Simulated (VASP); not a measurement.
A run of VASP 6.6.1:

Contents of INCAR:

```
PREC     = Accurate       # precision mode
ENCUT    = 520            # plane-wave cutoff, eV
EDIFF    = 1E-8           # SCF threshold, eV
ISMEAR   = 0              # smearing method
SIGMA    = 0.01           # smearing width, eV
LREAL    = F              # projectors in reciprocal space
LASPH    = T              # aspherical terms in the spheres
NELM     = 60             # most SCF steps
ALGO     = Normal         # electronic algorithm
ISIF     = 2              # what is computed and relaxed
LWAVE    = F              # write WAVECAR
LCHARG   = T              # write CHGCAR
METAGGA  = R2SCAN         # meta-GGA
LMIXTAU  = T            
NBANDS   = 11             # bands
IBRION   = 6              # ionic algorithm
NFREE    = 2            
POTIM    = 0.015          # step
NSW      = 1              # ionic steps
```

File KPOINTS:

```
regular mesh
0
Gamma
  8 8 8
```

Contents of POSCAR:

```
SiC
1.0
    0.0000000000      2.1781709299      2.1781709299
    2.1781709299      0.0000000000      2.1781709299
    2.1781709299      2.1781709299      0.0000000000
Si C
1 1
Direct
    0.0000000000      0.0000000000      0.0000000000
    0.7500000000      0.7500000000      0.7500000000
```

Potentials or basis: VASP PAW PBE potentials, release 64 (Si, C).

Command:

```console
$ cat potpaw_PBE.64/Si/POTCAR potpaw_PBE.64/C/POTCAR > POTCAR
$ mpirun -np 1 vasp_std > vasp.out
```

Hardware: 1 thread of Intel Xeon 8259CL, on a shared host.

Question: Estimate the wall time of this run.

Answer: Run time: 5.3 min on 1 thread of Intel Xeon 8259CL (shared host), peak memory 0.17 GiB. Counts: scf iterations 76, k points 29.
